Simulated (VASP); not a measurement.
# NaH in VASP: settings compared

The runs below take NaH through single point, with r2SCAN, HSE06.

Program: VASP 6.6.1. These are calculated values, not measurements. Logs are shortened: lines on timing, memory, paths and dates and some standing lists are left out, and cuts for length are marked.

**1. The cell of the first run**

It takes space group R3m (No. 160, trigonal). The conventional cell has a = 3.567 Å, b = 3.567 Å, c = 9.125 Å, α = 90.00°, β = 90.00°, γ = 120.00°. Within 2.9 Å of Na (site symmetry 3m) lie 4 H at 2.21 to 2.23 Å. H (site symmetry 3m) has 4 Na at 2.21 to 2.23 Å within 2.9 Å.

**2. Single point, r2SCAN (epitaxial 111 strain -2.9%)**

POSCAR reads:

```
NaH
1.0
    0.0745316345      2.5969210614      2.5969210614
    2.5969210614      0.0745316345      2.5969210614
    2.5969210614      2.5969210614      0.0745316345
Na H
1 1
Direct
    0.0029101844      0.0029101844      0.0029101844
    0.2470898156      0.2470898156      0.2470898156
```

INCAR.step1 reads:

```
PREC = Accurate
ENCUT = 520
ISMEAR = 0
SIGMA = 0.01
LREAL = False
LASPH = True
NELM = 60
NBANDS = 11
GGA = PE
ALGO = Normal
EDIFF = 1E-4
LWAVE = True
LCHARG = False
```

INCAR.step2 reads:

```
PREC = Accurate
ENCUT = 520
EDIFF = 1E-7
ISMEAR = 0
SIGMA = 0.01
LREAL = False
LASPH = True
NELM = 60
ALGO = Normal
ISIF = 2
LWAVE = False
LCHARG = True
METAGGA = R2SCAN
LMIXTAU = True
LELF = True
LVHAR = True
NBANDS = 11
ISTART = 1
```

KPOINTS reads:

```
regular mesh
0
Gamma
  8 8 8
```

Potentials or basis: VASP PAW PBE potentials, release 64 (Na_pv, H).

Run with:

```sh
> cat potpaw_PBE.64/Na_pv/POTCAR potpaw_PBE.64/H/POTCAR > POTCAR
> cp INCAR.step1 INCAR
> mpirun -np 1 vasp_std > vasp.out
> cp INCAR.step2 INCAR
> mpirun -np 1 vasp_std > vasp.out
```

OUTCAR:

```text
PREC = Accurate
   ENCUT = 520
   EDIFF = 1E-7
   ISMEAR = 0
   LREAL = False
   LASPH = True
   NELM = 60
   ISIF = 2
   METAGGA = R2SCAN
   ISTART = 1

 ion  position               nearest neighbor table
   1  0.003  0.003  0.003-
   2  0.247  0.247  0.247-

  LATTYP: Found a trigonal (rhomboedric) cell.
 ALAT       =     3.6733571788
 COS(alpha) =     0.5284823472

  Lattice vectors:

 A1 = (   0.0745316345,   2.5969210614,   2.5969210614)
 A2 = (   2.5969210614,   0.0745316345,   2.5969210614)
 A3 = (   2.5969210614,   2.5969210614,   0.0745316345)

Analysis of symmetry for initial positions (statically):
=====================================================================
 Subroutine PRICEL returns:
 Original cell was already a primitive cell.

 Routine SETGRP: Setting up the symmetry group for a
 trigonal (rhombohedral) supercell.

 Subroutine GETGRP returns: Found  6 space group operations
 (whereof  6 operations were pure point group operations)
 out of a pool of 12 trial point group operations.

The static configuration has the point symmetry C_3v.

Analysis of symmetry for dynamics (positions and initial velocities):
=====================================================================
 Subroutine PRICEL returns:
 Original cell was already a primitive cell.

 Routine SETGRP: Setting up the symmetry group for a
 trigonal (rhombohedral) supercell.

 Subroutine GETGRP returns: Found  6 space group operations
 (whereof  6 operations were pure point group operations)
 out of a pool of 12 trial point group operations.

The dynamic configuration has the point symmetry C_3v.

 Subroutine INISYM returns: Found  6 space group operations
 (whereof  6 operations are pure point group operations),
 and found     1 'primitive' translations

----------------------------------------------------------------------------------------

                                     Primitive cell

  volume of cell :      33.5198

  direct lattice vectors                    reciprocal lattice vectors
     0.074531634  2.596921061  2.596921061    -0.201029028  0.195420461  0.195420461
     2.596921061  0.074531634  2.596921061     0.195420461 -0.201029028  0.195420461
     2.596921061  2.596921061  0.074531634     0.195420461  0.195420461 -0.201029028

  length of vectors
     3.673357179  3.673357179  3.673357179     0.341746958  0.341746958  0.341746958

  position of ions in fractional coordinates (direct lattice)
[... 85 lines left out ...]
   ISIF   =      2    stress and relaxation
   ISYM   =      2    0-nonsym 1-usesym 2-fastsym
   POTIM  = 0.5000    time-step for ionic-motion
   TEBEG  =    0.0;   TEEND  =   0.0 temperature during run
   PSTRESS=    0.0 pullay stress
   NELECT =       8.0000    total number of electrons
   NUPDOWN=      -1.0000    fix difference up-down
   EMIN   =  10.00;   EMAX   =-10.00  energy-range for DOS
   EFERMI =   0.00;   METHOD = LEGACY
   ISMEAR =     0;   SIGMA  =   0.01  broadening in eV -4-tet -1-fermi 0-gaus
   EFERMI_NEDOS =   21; number of points for ismear=-14 and -15
   IALGO  =     38    algorithm
   IMIX   =      4    mixing-type and parameters
     AMIX     =   0.40;   BMIX     =  1.00
     AMIX_MAG =   1.60;   BMIX_MAG =  1.00
  volume/ion in A,a.u.               =      16.76       113.10
  Fermi-wavevector in a.u.,A,eV,Ry     =   1.015480  1.918978 14.030312  1.031199
  Thomas-Fermi vector in A             =   2.148768
   LORBIT       =      0    0 simple, 1 ext, 2 COOP (PROOUT), +10 PAW based schemes
   METAGGA = R2SCAN    functional components
   LHFCALC =     F    Hartree Fock is set to
   AEXX    =    0.0000 exact exchange contribution
   IVDW    =     0    specifies the selected vdW correction
   LEPSILON=     F    determine dielectric tensor
   LRPA    =     F    only Hartree local field effects (RPA)
 non-spin polarized calculation
 Gauss-broadening in eV      SIGMA  =   0.01
  energy-cutoff  :      520.00
  volume of cell :       33.52
 maximum number of plane-waves:       924
   NGX = 13   NGY = 13   NGZ = 13

 number of electron       7.9999995 magnetization

 Free energy of the ion-electron system (eV)
  ---------------------------------------------------
  ext. energy  EPLUGINS =         0.00000000
  ---------------------------------------------------
  free energy    TOTEN  =        -7.45347236 eV

  energy without entropy =       -7.45347236  energy(sigma->0) =       -7.45347236

 E-fermi :  -1.9645     XC(G=0):  -7.3610

 val. band max:       -2.0865817874   @ k =  -0.2500   0.5000   0.2500
 cond. band min:       1.7956716865   @ k =   0.5000   0.5000   0.5000
 fundamental gap:      3.8822534738
 Fermi energy:        -1.9644936830

 k-point     1 :       0.0000    0.0000    0.0000
  band No.  band energies     occupation
      1     -24.8003      2.00000
      2     -24.8003      2.00000
      3     -24.7953      2.00000
      4      -5.0014      2.00000
      5       6.9822      0.00000
      6      11.4004      0.00000
      7      12.2916      0.00000
      8      12.2916      0.00000
      9      14.8159      0.00000
     10      15.8152      0.00000
     11      15.8152      0.00000
[... 309 lines left out ...]
 k-point    24 :       0.3750    0.1250    0.1250
  band No.  band energies     occupation
      1     -24.8330      2.00000
      2     -24.8068      2.00000
      3     -24.8052      2.00000
      4      -3.7021      2.00000
      5       3.9425      0.00000
      6       8.2024      0.00000
      7      11.8055      0.00000
      8      12.1482      0.00000
      9      14.0804      0.00000
     10      14.2772      0.00000
     11      17.6238      0.00000

 [... further k-points ...]

------------------------ aborting loop because EDIFF is reached ----------------------------------------

  FORCE on cell =-STRESS in cart. coord.  units (eV):
  Direction    XX          YY          ZZ          XY          YZ          ZX
  --------------------------------------------------------------------------------------
  -------------------------------------------------------------------------------------
  Total        0.1509975      0.1509975      0.1509975     -0.0902346     -0.0902346     -0.0902346
  in kB        7.2173777      7.2173777      7.2173777     -4.3130321     -4.3130321     -4.3130321
  external PRESSURE =       7.2173777 kB  Pullay stress =       0.0000000 kB

 VOLUME and BASIS-vectors are now :
 -----------------------------------------------------------------------------
  energy-cutoff  :      520.00
  volume of cell :       33.52
      direct lattice vectors                 reciprocal lattice vectors
     0.074531634  2.596921061  2.596921061    -0.201029028  0.195420461  0.195420461
     2.596921061  0.074531634  2.596921061     0.195420461 -0.201029028  0.195420461
     2.596921061  2.596921061  0.074531634     0.195420461  0.195420461 -0.201029028

 POSITION                                       TOTAL-FORCE (eV/Angst)
 -----------------------------------------------------------------------------------
      0.01533      0.01533      0.01533        -0.004458     -0.004458     -0.004458
      1.30176      1.30176      1.30176         0.004458      0.004458      0.004458
 -----------------------------------------------------------------------------------
    total drift:                               -0.006353     -0.006353     -0.006353

  FREE ENERGIE OF THE ION-ELECTRON SYSTEM (eV)
  ---------------------------------------------------
  free  energy   TOTEN  =        -7.4534723592 eV

  energy  without entropy=       -7.4534723592  energy(sigma->0) =       -7.45347236
```

OUTCAR.step1:

```text
PREC = Accurate
   ENCUT = 520
   ISMEAR = 0
   LREAL = False
   LASPH = True
[... 558 lines left out ...]
      0.01533      0.01533      0.01533        -0.000735     -0.000735     -0.000735
      1.30176      1.30176      1.30176         0.000735      0.000735      0.000735
 -----------------------------------------------------------------------------------
    total drift:                               -0.000133     -0.000133     -0.000133

  FREE ENERGIE OF THE ION-ELECTRON SYSTEM (eV)
  ---------------------------------------------------
  free  energy   TOTEN  =        -4.9795130844 eV

  energy  without entropy=       -4.9795130844  energy(sigma->0) =       -4.97951308
```

OSZICAR.step1:

```text
N       E                     dE             d eps       ncg     rms          rms(c)
DAV:   1     0.332051500388E+02    0.33205E+02   -0.45503E+03  1439   0.745E+02
DAV:   2    -0.424091930240E+01   -0.37446E+02   -0.36863E+02  1480   0.177E+02
DAV:   3    -0.551972260148E+01   -0.12788E+01   -0.12768E+01  1751   0.323E+01
DAV:   4    -0.552963699831E+01   -0.99144E-02   -0.99132E-02  1646   0.291E+00
DAV:   5    -0.552974292012E+01   -0.10592E-03   -0.10592E-03  1642   0.305E-01    0.357E+00
DAV:   6    -0.507819497807E+01    0.45155E+00   -0.47337E-01  1852   0.264E+00    0.161E+00
DAV:   7    -0.496823603086E+01    0.10996E+00   -0.44645E-01  1647   0.215E+00    0.410E-01
DAV:   8    -0.497939244196E+01   -0.11156E-01   -0.21689E-02  1481   0.103E+00    0.100E-01
DAV:   9    -0.497951895017E+01   -0.12651E-03   -0.23143E-03  1646   0.385E-01    0.234E-02
DAV:  10    -0.497951308437E+01    0.58658E-05   -0.10590E-04  1565   0.841E-02
   1 F= -.49795131E+01 E0= -.49795131E+01  d E =-.216702E-45
```

Wall time 2.7 min (1 thread of Oxide Virtual Turin-like, shared host); peak memory 0.13 GiB.

What came out:

- Free energy: -7.4535 eV
- Pressure: 0.7 GPa
- Largest force: 0.008 eV/Å
- Band gap on the k mesh: 3.88 eV (least direct gap 4.75 eV)

Forces in eV/Å, atoms in the order of the input:
```
Na  -0.004 -0.004 -0.004
H    0.004  0.004  0.004
```

Caveat: the cell differs from its parent crystal (epitaxial 111 strain -2.9%); the structure was generated, so it needn't be the stable form of NaH; the PAW data sets were made with another functional, which shifts forces and pressure a little. A k mesh can miss the band edges.

**3. Single point, r2SCAN (shear xy strain +1.2%)**

POSCAR reads:

```
NaH
1.0
    0.0158412185      2.5969210614      2.5969210614
    2.5969210614      0.0158412185      2.5969210614
    2.6127622799      2.6127622799      0.0000000000
Na H
1 1
Direct
    0.0011834527      0.0011834527     -0.0011834527
    0.2488165473      0.2488165473      0.2511834527
```

INCAR.step1 reads:

```
SYSTEM = NaH
  PREC = Accurate
  ENCUT = 520
  ISMEAR = 0
  SIGMA = 0.01
  LREAL = .FALSE.
  LASPH = .TRUE.
  NELM = 100
  NBANDS = 11
  GGA = PE
  ALGO = Normal
  EDIFF = 1E-4
  LWAVE = .TRUE.
  LCHARG = .FALSE.
```

INCAR.step2 reads:

```
SYSTEM = NaH
  PREC = Accurate
  ENCUT = 520
  EDIFF = 1E-7
  ISMEAR = 0
  SIGMA = 0.01
  LREAL = .FALSE.
  LASPH = .TRUE.
  NELM = 100
  ALGO = Normal
  ISIF = 2
  LWAVE = .FALSE.
  LCHARG = .FALSE.
  METAGGA = R2SCAN
  LMIXTAU = .TRUE.
  NBANDS = 11
  ISTART = 1
```

KPOINTS reads:

```
Automatic mesh
0
G
  8 8 8
  0 0 0
```

Potentials or basis: VASP PAW PBE potentials, release 64 (Na_pv, H).

Run with:

```sh
> cat potpaw_PBE.64/Na_pv/POTCAR potpaw_PBE.64/H/POTCAR > POTCAR
> cp INCAR.step1 INCAR
> mpirun -np 1 vasp_std > vasp.out
> cp INCAR.step2 INCAR
> mpirun -np 1 vasp_std > vasp.out
```

It took 2.5 min on 1 thread of Oxide Virtual Turin-like, shared host; peak memory 0.14 GiB.

Results (log left out):

```yaml
Free_energy: -7.4595 eV
Pressure: -0.2 GPa
Largest_force: 0.005 eV/Å
Band_gap_on_the_k_mesh: 4.02 eV (least direct gap 4.73 eV)
```

Forces in eV/Å, atoms in the order of the input:
```
Na   0.000  0.000  0.005
H    0.000  0.000 -0.005
```

Stress tensor (GPa, compression positive):
```
-0.17 -0.14  0.00
-0.14 -0.17  0.00
 0.00  0.00 -0.17
```

Levels at points of the mesh, in eV from the valence-band top:
| k point | band 2 | band 3 | band 4 | band 5 | band 6 | band 7 |
| --- | --- | --- | --- | --- | --- | --- |
| (0.00, 0.00, 0.00) | -22.78 | -22.78 | -2.80 | 8.84 | 13.69 | 13.81 |
| (0.50, 0.00, 0.00) | -22.79 | -22.79 | -0.67 | 4.08 | 11.52 | 13.05 |
| (0.50, 0.50, 0.00) | -22.80 | -22.80 | -0.08 | 5.55 | 7.90 | 10.23 |
| (0.00, 0.00, 0.50) | -22.79 | -22.79 | -0.71 | 4.02 | 11.56 | 13.15 |
| (0.50, 0.00, 0.50) | -22.80 | -22.80 | -0.08 | 5.55 | 7.90 | 10.37 |

Caveat: the cell differs from its parent crystal (shear xy strain +1.2%); the structure was generated, so it needn't be the stable form of NaH; the PAW data sets were made with another functional, which shifts forces and pressure a little.

**4. Single point, HSE06 (epitaxial 111 strain -2.9%)**

POSCAR reads:

```
NaH
1.0
    0.0745316345      2.5969210614      2.5969210614
    2.5969210614      0.0745316345      2.5969210614
    2.5969210614      2.5969210614      0.0745316345
Na H
1 1
Direct
    0.0029101844      0.0029101844      0.0029101844
    0.2470898156      0.2470898156      0.2470898156
```

INCAR.step1 reads:

```
PREC = Accurate ; ENCUT = 520
EDIFF = 1E-5 ; ISMEAR = 0
SIGMA = 0.01 ; LREAL = False
LASPH = True ; NELM = 80
ALGO = Normal ; ISIF = 2
LWAVE = True ; LCHARG = False
GGA = PE ; NBANDS = 11
```

INCAR.step2 reads:

```
PREC = Accurate ; ENCUT = 520
EDIFF = 1E-7 ; ISMEAR = 0
SIGMA = 0.01 ; LREAL = False
LASPH = True ; NELM = 80
ALGO = Normal ; ISIF = 2
LWAVE = False ; LCHARG = False
GGA = PE ; LHFCALC = True
HFSCREEN = 0.2079 ; PRECFOCK = Normal
ISTART = 1 ; NBANDS = 11
```

KPOINTS reads:

```
Automatic mesh
0
Gamma
  6 6 6
```

Run with:

```sh
> cat potpaw_PBE.64/Na_pv/POTCAR potpaw_PBE.64/H/POTCAR > POTCAR
> cp INCAR.step1 INCAR
> mpirun -np 1 vasp_std > vasp.out
> cp INCAR.step2 INCAR
> mpirun -np 1 vasp_std > vasp.out
```

Wall time 44 min (1 thread of Oxide Virtual Turin-like, shared host); peak memory 0.24 GiB.

It converged, with:

```
Free energy            : -5.6451 eV
Pressure               : 0.9 GPa
Band gap on the k mesh : 4.47 eV (least direct gap 5.40 eV)
```

Forces in eV/Å, atoms in the order of the input:
```
Na  -0.001 -0.001 -0.001
H    0.001  0.001  0.001
```

Stress tensor (GPa, compression positive):
```
 0.90 -0.43 -0.43
-0.43  0.90 -0.43
-0.43 -0.43  0.90
```

Levels at points of the mesh, in eV from the valence-band top:
| k point | band 1 | band 2 | band 3 | band 4 | band 5 | band 6 | band 7 | band 8 | band 9 |
| --- | --- | --- | --- | --- | --- | --- | --- | --- | --- |
| (0.00, 0.00, 0.00) | -24.17 | -24.17 | -24.16 | -3.17 | 9.79 | 14.44 | 15.34 | 15.34 | 17.23 |
| (0.50, 0.00, 0.00) | -24.22 | -24.18 | -24.17 | -0.72 | 4.74 | 12.27 | 13.91 | 14.34 | 15.60 |
| (0.50, 0.50, 0.00) | -24.22 | -24.18 | -24.18 | -0.07 | 6.20 | 8.74 | 10.95 | 11.60 | 14.12 |
| (0.50, 0.50, 0.50) | -24.21 | -24.17 | -24.17 | -0.94 | 4.47 | 12.54 | 14.62 | 14.62 | 16.39 |

Caveat: the cell differs from its parent crystal (epitaxial 111 strain -2.9%); the structure was generated, so it needn't be the stable form of NaH; the PAW data sets were made with another functional, which shifts forces and pressure a little. A k mesh can miss the band edges.

**5. Overview**

```tsv
level	cell	k mesh	grid for exact exchange (PRECFOCK)	share of exact exchange	screening parameter	gap on the mesh (eV)	pressure (GPa)	largest force (eV/Å)
r2SCAN	a = 3.673 Å, angles 58.1°, 2 atoms, epitaxial 111 strain -2.9%	8 × 8 × 8	-	-	-	3.88	0.7	0.01
r2SCAN	a = 3.673, b = 3.673, c = 3.695 Å, angles 59.8, 59.8, 59.6°, 2 atoms, shear xy strain +1.2%	8 × 8 × 8	-	-	-	4.02	-0.2	0.01
HSE06	a = 3.673 Å, angles 58.1°, 2 atoms, epitaxial 111 strain -2.9%	6 × 6 × 6	Normal	0.25	0.2079 1/Å	4.47	0.9	-
```

Alike in all rows: task single point; potentials or basis VASP PAW PBE potentials, release 64 (Na_pv, H); no spin polarisation; cutoff (eV) 520; smearing gaussian 0.01 eV.

Caveats: the structure was generated, so it needn't be the stable form of NaH; the PAW data sets were made with another functional, which shifts forces and pressure a little.

Absolute energies hang on the potentials; compare differences alone.
